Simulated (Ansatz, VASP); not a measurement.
Ta2H in VASP and in Ansatz

```
CELL_PARAMETERS angstrom
3.41373 0.00000 0.00000
0.00000 3.41373 0.00000
0.00000 0.00000 3.46082
ATOMIC_POSITIONS crystal
Ta 0.50000 0.00000 0.74041
Ta 0.00000 0.50000 0.25959
H 0.00000 0.00000 0.00000
```

Change from the starting cell: equal strain along all axes, cell held, atoms relaxed: +2.0 %.

Alike in both runs: functional PBEsol; k mesh 12 × 12 × 12; occupations gaussian, width 0.1 eV; no spin polarisation.

Ansatz relaxed the structure, and its values are those at the end. VASP's run is a single point on that final structure, the one shown.

|  | VASP | Ansatz |
| --- | --- | --- |
| version | VASP 6.6.1 | Ansatz 0.2.0 |
| potentials or method | VASP PAW PBE potentials, release 64 (Ta_pv, H), cutoff 520 eV | scalar-relativistic, plane waves, PAW |
| valence electrons in the cell | 23 | 27 |

```tsv
	VASP	Ansatz	Ansatz less VASP
gap on the k mesh at the Fermi level (eV)	none	none	-
pressure (GPa)	-11.4	-11.4	-0.03
rms of the force components (eV/Å)	0.006	0.000	-0.0056
```

VASP's potentials were made for PBE, not for PBEsol. A gap of «none» marks a metal or a gap that the smearing closes. The functional is the same, so the differences come from potentials, cutoffs and numerics. VASP's potentials hold 23 valence electrons a cell and Ansatz's 27, so a difference there can come from the potentials and not from the codes. Ansatz's warnings: stress scf threshold loose.

Spin-orbit coupling is off throughout.
